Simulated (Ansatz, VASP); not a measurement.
**N: VASP beside Ansatz**

```
CELL_PARAMETERS angstrom
-3.81655 0.00000 0.00000
-1.90828 -3.30523 0.00000
-0.47688 -0.27533 14.82904
ATOMIC_POSITIONS crystal
N 0.25735 0.25735 0.91216
N 0.29900 0.29900 0.41216
N 0.26354 0.26354 0.83784
N 0.30519 0.30519 0.33784
N 0.65316 0.65316 0.16216
N 0.61151 0.61151 0.66216
N 0.65935 0.65935 0.08784
N 0.61770 0.61770 0.58784
```

Alike in both runs: task single point; functional PBE; dispersion D3(BJ); k mesh 7 × 7 × 2; occupations gaussian, width 0.05 eV; no spin polarisation.

```csv
,VASP,Ansatz
version,VASP 6.6.1,Ansatz 0.2.0
potentials or method,"VASP PAW PBE potentials, release 64 (N), cutoff 520 eV","scalar-relativistic, plane waves, PAW"
valence electrons in the cell,40,40
```

VASP gave:

| Quantity | Value |
| --- | --- |
| gap on the k mesh at the Fermi level (eV) | 7.03 |
| least direct gap on the mesh (eV) | 7.08 |
| pressure (GPa) | 2.0 |
| traceless stress, the component that is largest in VASP (GPa) | 4.37 |
| rms of the force components (eV/Å) | 1.003 |

Task: Estimate Ansatz's values.

Result: gap on the k mesh at the Fermi level (eV): 7.07; least direct gap on the mesh (eV): 7.13; pressure (GPa): 0.0; traceless stress, the component that is largest in VASP (GPa): 0.06; rms of the force components (eV/Å): 0.008.

Atom by atom the forces differ by 1.006 eV/Å (rms over components).

Noted on VASP's run: the standard files for N, O and F lose accuracy on very short bonds.
